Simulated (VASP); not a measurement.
# TiCo3 (Pm-3m) in VASP: notebook

Runs on TiCo3. Level: PBEsol. Tasks: single point.

Program: VASP 6.6.1. These are calculated values, not measurements. Logs are shortened: lines on timing, memory, paths and dates and some standing lists are left out, and cuts for length are marked.

**1. The cell of the first run**

It takes space group Pm-3m (No. 221, cubic). The conventional cell has a = 3.614 Å, b = 3.614 Å, c = 3.614 Å, α = 90.00°, β = 90.00°, γ = 90.00°. Ti (site symmetry m-3m) has 12 Co at 2.56 Å within 3.4 Å. Co (site symmetry 4/mmm) has 4 Ti at 2.56 Å and 8 Co at 2.56 Å within 3.4 Å.

**2. Single point, PBEsol, collinear spin, ferrimagnetic start**

Input file INCAR:

```
SYSTEM = TiCo3
  ALGO = Fast
  EDIFF = 1E-6
  ENCUT = 520
  GGA = PS
  ISIF = 2
  ISMEAR = 0
  ISPIN = 2
  LASPH = .True.
  LCHARG = .False.
  LMAXMIX = 4
  LORBIT = 11
  LREAL = .False.
  LWAVE = .False.
  MAGMOM = -0.42 1.21 1.21 1.21
  NBANDS = 32
  NELM = 150
  PREC = Accurate
  SIGMA = 0.1
```

Input file KPOINTS:

```
k-points
0
Gamma
  1 1 1
  0 0 0
```

Input file POSCAR:

```
TiCo3
1.0
    3.6140000000      0.0000000000      0.0000000000
    0.0000000000      3.6140000000      0.0000000000
    0.0000000000      0.0000000000      3.6140000000
Ti Co
1 3
Direct
    0.0000000000      0.0000000000      0.0000000000
    0.0000000000      0.5000000000      0.5000000000
    0.5000000000      0.0000000000      0.5000000000
    0.5000000000      0.5000000000      0.0000000000
```

Potentials or basis: VASP PAW PBE potentials, release 64 (Ti_sv, Co).

Launch:

```bash
> cat potpaw_PBE.64/Ti_sv/POTCAR potpaw_PBE.64/Co/POTCAR > POTCAR
> mpirun -np 1 vasp_gam > vasp.out
```

OUTCAR:

```text
SYSTEM = TiCo3
   EDIFF = 1E-6
   ENCUT = 520
   GGA = PS
   ISIF = 2
   ISMEAR = 0
   ISPIN = 2
   LASPH = .True.
   LORBIT = 11
   LREAL = .False.
   NELM = 150
   PREC = Accurate

 ion  position               nearest neighbor table
   1  0.000  0.000  0.000-   2 2.56   3 2.56   4 2.56   2 2.56   3 2.56   2 2.56   4 2.56   2 2.56
                             3 2.56   4 2.56   3 2.56   4 2.56
   2  0.000  0.500  0.500-   1 2.56   3 2.56   4 2.56   1 2.56   4 2.56   1 2.56   3 2.56   1 2.56
                             3 2.56   4 2.56   4 2.56   3 2.56
   3  0.500  0.000  0.500-   1 2.56   2 2.56   4 2.56   1 2.56   4 2.56   2 2.56   4 2.56   4 2.56
                             1 2.56   2 2.56   1 2.56   2 2.56
   4  0.500  0.500  0.000-   1 2.56   2 2.56   3 2.56   2 2.56   3 2.56   1 2.56   3 2.56   3 2.56
                             1 2.56   2 2.56   2 2.56   1 2.56

  LATTYP: Found a simple cubic cell.
 ALAT       =     3.6140000000

  Lattice vectors:

 A1 = (   3.6140000000,   0.0000000000,   0.0000000000)
 A2 = (   0.0000000000,   3.6140000000,   0.0000000000)
 A3 = (   0.0000000000,   0.0000000000,   3.6140000000)

Analysis of symmetry for initial positions (statically):
=====================================================================
 Subroutine PRICEL returns:
 Original cell was already a primitive cell.

 Routine SETGRP: Setting up the symmetry group for a
 simple cubic supercell.

 Subroutine GETGRP returns: Found 48 space group operations
 (whereof 48 operations were pure point group operations)
 out of a pool of 48 trial point group operations.

The static configuration has the point symmetry O_h .

Analysis of symmetry for dynamics (positions and initial velocities):
=====================================================================
 Subroutine PRICEL returns:
 Original cell was already a primitive cell.

 Routine SETGRP: Setting up the symmetry group for a
 simple cubic supercell.

 Subroutine GETGRP returns: Found 48 space group operations
 (whereof 48 operations were pure point group operations)
 out of a pool of 48 trial point group operations.

The dynamic configuration has the point symmetry O_h .

Analysis of structural, dynamic, and magnetic symmetry:
=====================================================================
 Subroutine PRICEL returns:
 Original cell was already a primitive cell.

 Routine SETGRP: Setting up the symmetry group for a
 simple cubic supercell.

 Subroutine GETGRP returns: Found 48 space group operations
 (whereof 48 operations were pure point group operations)
 out of a pool of 48 trial point group operations.

The overall configuration has the point symmetry O_h .

 Subroutine INISYM returns: Found 48 space group operations
 (whereof 48 operations are pure point group operations),
 and found     1 'primitive' translations

----------------------------------------------------------------------------------------

                                     Primitive cell

  volume of cell :      47.2024

  direct lattice vectors                    reciprocal lattice vectors
     3.614000000  0.000000000  0.000000000     0.276701716  0.000000000  0.000000000
     0.000000000  3.614000000  0.000000000     0.000000000  0.276701716  0.000000000
     0.000000000  0.000000000  3.614000000     0.000000000  0.000000000  0.276701716

  length of vectors
     3.614000000  3.614000000  3.614000000     0.276701716  0.276701716  0.276701716

  position of ions in fractional coordinates (direct lattice)
     0.000000000  0.000000000  0.000000000
     0.000000000  0.500000000  0.500000000
     0.500000000  0.000000000  0.500000000
     0.500000000  0.500000000  0.000000000

  ion indices of the primitive-cell ions
   primitive index   ion index
                 1           1
                 2           2
                 3           3
                 4           4

----------------------------------------------------------------------------------------

 KPOINTS: k-points

Automatic generation of k-mesh.
 Grid dimensions read from file:
 generate k-points for:    1    1    1

 Generating k-lattice:

  Cartesian coordinates                     Fractional coordinates (reciprocal lattice)
     0.276701716  0.000000000  0.000000000     1.000000000  0.000000000  0.000000000
     0.000000000  0.276701716  0.000000000     0.000000000  1.000000000  0.000000000
     0.000000000  0.000000000  0.276701716     0.000000000  0.000000000  1.000000000

  Length of vectors
     0.276701716  0.276701716  0.276701716

  Shift w.r.t. Gamma in fractional coordinates (k-lattice)
     0.000000000  0.000000000  0.000000000

 Subroutine IBZKPT returns following result:
 ===========================================

 Found      1 irreducible k-points:

 Following reciprocal coordinates:
            Coordinates               Weight
  0.000000  0.000000  0.000000      1.000000
   k-points           NKPTS =      1   k-points in BZ     NKDIM =      1   number of bands    NBANDS=     32
   number of dos      NEDOS =    301   number of ions     NIONS =      4
   total plane-waves  NPLWV =  21952
   dimension x,y,z NGX =    28 NGY =   28 NGZ =   28
   dimension x,y,z NGXF=    56 NGYF=   56 NGZF=   56
   ions per type =               1   3
   NGX,Y,Z   is equivalent  to a cutoff of  12.88, 12.88, 12.88 a.u.
   NGXF,Y,Z  is equivalent  to a cutoff of  25.76, 25.76, 25.76 a.u.
 SYSTEM =  TiCo3
   PREC   = accura    normal or accurate (medium, high low for compatibility)
   ISTART =      0    job   : 0-new  1-cont  2-samecut
   ICHARG =      2    charge: 1-file 2-atom 10-const
   ISPIN  =      2    spin polarized calculation?
   LNONCOLLINEAR =      F non collinear calculations
   LSORBIT =      F    spin-orbit coupling
   LASPH  =      T    aspherical Exc in radial PAW
   ENCUT  =  520.0 eV  38.22 Ry    6.18 a.u.   6.72  6.72  6.72*2*pi/ulx,y,z
   NELM   =    150;   NELMIN=  2; NELMDL= -5     # of ELM steps
   EDIFF  = 0.1E-05   stopping-criterion for ELM
   LREAL  =      F    real-space projection
   EDIFFG = 0.1E-04   stopping-criterion for IOM
   NSW    =      0    number of steps for IOM
   IBRION =     -1    ionic relax: 0-MD 1-quasi-New 2-CG
   NFREE  =      0    steps in history (QN), initial steepest desc. (CG)
   ISIF   =      2    stress and relaxation
   ISYM   =      2    0-nonsym 1-usesym 2-fastsym
   POTIM  = 0.5000    time-step for ionic-motion
   TEBEG  =    0.0;   TEEND  =   0.0 temperature during run
   PSTRESS=    0.0 pullay stress
   NELECT =      39.0000    total number of electrons
   NUPDOWN=      -1.0000    fix difference up-down
   EMIN   =  10.00;   EMAX   =-10.00  energy-range for DOS
   EFERMI =   0.00;   METHOD = LEGACY
   ISMEAR =     0;   SIGMA  =   0.10  broadening in eV -4-tet -1-fermi 0-gaus
   EFERMI_NEDOS =   21; number of points for ismear=-14 and -15
   IALGO  =     68    algorithm
   IMIX   =      4    mixing-type and parameters
     AMIX     =   0.40;   BMIX     =  1.00
     AMIX_MAG =   1.60;   BMIX_MAG =  1.00
  volume/ion in A,a.u.               =      11.80        79.63
  Fermi-wavevector in a.u.,A,eV,Ry     =   1.536178  2.902956 32.107613  2.359843
  Thomas-Fermi vector in A             =   2.642863
   LORBIT       =     11    0 simple, 1 ext, 2 COOP (PROOUT), +10 PAW based schemes
   GGA     = PS    functional components
   LHFCALC =     F    Hartree Fock is set to
   AEXX    =    0.0000 exact exchange contribution
   IVDW    =     0    specifies the selected vdW correction
   LEPSILON=     F    determine dielectric tensor
   LRPA    =     F    only Hartree local field effects (RPA)
 spin polarized calculation
 RMM-DIIS sequential band-by-band and
 Gauss-broadening in eV      SIGMA  =   0.10
  energy-cutoff  :      520.00
  volume of cell :       47.20
 maximum number of plane-waves:       655
 NGX is ok and might be reduce to    28
   NGX = 13   NGY = 13   NGZ = 13

 number of electron      39.0000030 magnetization       0.9997757

 Free energy of the ion-electron system (eV)
  ---------------------------------------------------
  ext. energy  EPLUGINS =         0.00000000
  ---------------------------------------------------
  free energy    TOTEN  =       -30.63695143 eV

  energy without entropy =      -30.49814556  energy(sigma->0) =      -30.56754849

 E-fermi :  12.7806     XC(G=0): -13.0750

 val. band max:       11.9622449326   @ k =   0.0000   0.0000   0.0000
 cond. band min:      12.7816311369   @ k =   0.0000   0.0000   0.0000
 fundamental gap:      0.8193862043
 Fermi energy:        12.7805975079

 spin component 1

 k-point     1 :       0.0000    0.0000    0.0000
  band No.  band energies     occupation
      1     -45.3927      1.00000
      2     -21.8019      1.00000
      3     -21.8019      1.00000
      4     -21.8019      1.00000
      5       1.9645      1.00000
      6       6.3076      1.00000
      7       6.3076      1.00000
      8       6.9439      1.00000
      9       7.3887      1.00000
     10       7.3887      1.00000
     11       7.3887      1.00000
     12       9.7150      1.00000
     13       9.7150      1.00000
     14       9.7150      1.00000
     15      11.2121      1.00000
     16      11.2121      1.00000
     17      11.5666      1.00000
     18      11.9016      1.00000
     19      11.9016      1.00000
     20      11.9016      1.00000
     21      13.1440      0.00000
     22      13.1440      0.00000
     23      13.1440      0.00000
     24      13.3913      0.00000
     25      13.3913      0.00000
     26      14.1825      0.00000
     27      14.1825      0.00000
     28      14.1825      0.00000
     29      21.6025      0.00000
     30      21.6025      0.00000
     31      21.7854      0.00000
 Fermi energy:        12.7805975079

 spin component 2

 k-point     1 :       0.0000    0.0000    0.0000
  band No.  band energies     occupation
      1     -45.5985      1.00000
      2     -22.0109      1.00000
      3     -22.0109      1.00000
      4     -22.0109      1.00000
      5       1.7226      1.00000
      6       6.3184      1.00000
      7       6.3184      1.00000
      8       7.0724      1.00000
      9       7.6460      1.00000
     10       7.6460      1.00000
     11       7.6460      1.00000
     12      10.2182      1.00000
     13      10.2182      1.00000
     14      10.2182      1.00000
     15      11.5791      1.00000
     16      11.5791      1.00000
     17      11.9622      1.00000
     18      12.7816      0.49417
     19      12.7816      0.49415
     20      12.7816      0.49415
     21      12.8474      0.17251
     22      12.8474      0.17251
     23      12.8474      0.17251
     24      13.5136      0.00000
     25      13.5136      0.00000
     26      14.2036      0.00000
     27      14.2036      0.00000
     28      14.2036      0.00000
     29      21.5892      0.00000
     30      21.5892      0.00000
     31      21.8660      0.00000
 [bands above 31 left out]

------------------------ aborting loop because EDIFF is reached ----------------------------------------

  FORCE on cell =-STRESS in cart. coord.  units (eV):
  Direction    XX          YY          ZZ          XY          YZ          ZX
  --------------------------------------------------------------------------------------
  -------------------------------------------------------------------------------------
  Total       -4.1071230     -4.1071230     -4.1071230      0.0000000      0.0000000     -0.0000000
  in kB     -139.4067638   -139.4067638   -139.4067638      0.0000000      0.0000000     -0.0000000
  external PRESSURE =    -139.4067638 kB  Pullay stress =       0.0000000 kB

 VOLUME and BASIS-vectors are now :
 -----------------------------------------------------------------------------
  energy-cutoff  :      520.00
  volume of cell :       47.20
      direct lattice vectors                 reciprocal lattice vectors
     3.614000000  0.000000000  0.000000000     0.276701716  0.000000000  0.000000000
     0.000000000  3.614000000  0.000000000     0.000000000  0.276701716  0.000000000
     0.000000000  0.000000000  3.614000000     0.000000000  0.000000000  0.276701716

 POSITION                                       TOTAL-FORCE (eV/Angst)
 -----------------------------------------------------------------------------------
      0.00000      0.00000      0.00000         0.000000      0.000000      0.000000
      0.00000      1.80700      1.80700         0.000000      0.000000      0.000000
      1.80700      0.00000      1.80700         0.000000      0.000000      0.000000
      1.80700      1.80700      0.00000         0.000000      0.000000      0.000000
 -----------------------------------------------------------------------------------
    total drift:                                0.000000      0.000000      0.000000

  FREE ENERGIE OF THE ION-ELECTRON SYSTEM (eV)
  ---------------------------------------------------
  free  energy   TOTEN  =       -30.6369514289 eV

  energy  without entropy=      -30.4981455555  energy(sigma->0) =      -30.56754849

 total charge

# of ion       s       p       d       tot
------------------------------------------
    1        2.263   5.953   2.415  10.630
    2        0.475   0.100   7.843   8.417
    3        0.475   0.100   7.843   8.417
    4        0.475   0.100   7.843   8.417
--------------------------------------------------
tot          3.688   6.252  25.942  35.882

 magnetization (x)

# of ion       s       p       d       tot
------------------------------------------
    1       -0.004  -0.054  -0.197  -0.255
    2       -0.002  -0.096   0.591   0.493
    3       -0.002  -0.096   0.591   0.493
    4       -0.002  -0.096   0.591   0.493
--------------------------------------------------
tot         -0.011  -0.342   1.576   1.223
```

Run time: 15 s. Hardware: 1 thread of AMD EPYC 7R13 (Zen 3), shared host; peak memory 0.13 GiB.

Results:

* Free energy: -30.6370 eV
* Pressure: -13.9 GPa
* Band gap on the k mesh: zero (filled and empty bands touch)
* Net moment: 1.00 μB per cell
* Site moments: Ti -0.26; Co +0.49 μB
* Valence electrons inside the program's atomic spheres: Ti 10.63; Co 8.42

Caveat: the k points lie up to 1.74 Å⁻¹ apart; the PAW data sets were made with another functional, which shifts forces and pressure a little.

**3. Single point, PBEsol, collinear spin, ferrimagnetic start**

Input file INCAR:

```
SYSTEM = TiCo3
PREC     = Accurate       ! precision mode
ENCUT    = 520            ! plane-wave cutoff, eV
EDIFF    = 1E-6           ! SCF threshold, eV
ISMEAR   = 0              ! smearing method
SIGMA    = 0.1            ! smearing width, eV
LREAL    = .False.        ! projectors in reciprocal space
LASPH    = .True.         ! aspherical terms in the spheres
NELM     = 150            ! most SCF steps
ALGO     = Normal         ! electronic algorithm
ISIF     = 2              ! what is computed and relaxed
LWAVE    = .False.        ! write WAVECAR
LCHARG   = .False.        ! write CHGCAR
ISPIN    = 2              ! spin polarisation
MAGMOM   = -0.42 1.21 1.21 1.21 ! initial moments
LORBIT   = 11             ! projections on sites
LMAXMIX  = 4              ! l up to which the mixer works
GGA      = PS             ! functional
NBANDS   = 32             ! bands
```

Input file KPOINTS:

```
Automatic mesh
0
Gamma
  2 2 2
  0 0 0
```

POSCAR is that of step 2.

Potentials or basis: VASP PAW PBE potentials, release 64 (Ti_sv, Co).

Launch:

```bash
> cat potpaw_PBE.64/Ti_sv/POTCAR potpaw_PBE.64/Co/POTCAR > POTCAR
> mpirun -np 1 vasp_std > vasp.out
```

It took 16 s on 1 thread of AMD EPYC 7R13 (Zen 3), shared host; peak memory 0.14 GiB.

Results (log left out):

| Item | Value |
| --- | --- |
| Free energy | -32.5815 eV |
| Pressure | -16.8 GPa |
| Net moment | 0.00 μB per cell |
| Valence electrons inside the program's atomic spheres | Ti 10.35; Co 8.32 |

Levels at points of the mesh, in eV from the Fermi level:
Spin up:
```
           k point  band 16  band 17  band 18  band 19  band 20  band 21
(0.00, 0.00, 0.00)    -0.32     0.16     0.36     0.36     0.36     1.93
(0.50, 0.00, 0.00)    -0.92    -0.84    -0.84    -0.76    -0.15     0.36
(0.50, 0.50, 0.00)    -1.69    -1.12    -1.00    -1.00    -0.65    -0.63
(0.50, 0.50, 0.50)    -1.27    -0.27     0.17     0.17     0.17     0.20
```
Spin down:
```csv
k point,band 14,band 15,band 16,band 17,band 18,band 19,band 20,band 21,band 22,band 23
"(0.00, 0.00, 0.00)",-1.51,-0.32,-0.32,0.16,0.36,0.36,0.36,1.93,1.93,2.74
"(0.50, 0.00, 0.00)",-2.29,-1.31,-0.92,-0.84,-0.84,-0.76,-0.15,0.36,0.59,0.59
"(0.50, 0.50, 0.00)",-2.23,-1.90,-1.69,-1.12,-1.00,-1.00,-0.65,-0.63,1.06,1.06
"(0.50, 0.50, 0.50)",-1.47,-1.27,-1.27,-0.27,0.17,0.17,0.17,0.20,0.20,0.20
```

Caveat: the k points lie up to 0.87 Å⁻¹ apart; the PAW data sets were made with another functional, which shifts forces and pressure a little.
